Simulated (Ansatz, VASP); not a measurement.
**Cu in VASP and in Ansatz**

```
Cu
1.0
     2.55628    0.00000    0.00000
    -1.27814    2.21380    0.00000
     0.00000    0.00000    4.22721
Cu
2
Direct
  0.33333 0.66667 0.25000
  0.66667 0.33333 0.75000
```

Alike in both runs: task single point; functional PBE; k mesh 17 × 17 × 9; occupations fermi-dirac, width 0.03 eV; no spin polarisation.

|  | VASP | Ansatz |
| --- | --- | --- |
| version | VASP 6.6.1 | Ansatz 0.2.0 |
| potentials or method | VASP PAW PBE potentials, release 64 (Cu), cutoff 520 eV | all-electron LAPW, scalar-relativistic |

|  | VASP | Ansatz | Ansatz less VASP |
| --- | --- | --- | --- |
| pressure (GPa) | 0.8 | 0.0 | -0.79 |

Ansatz ran all-electron here, and VASP with PAW potentials.
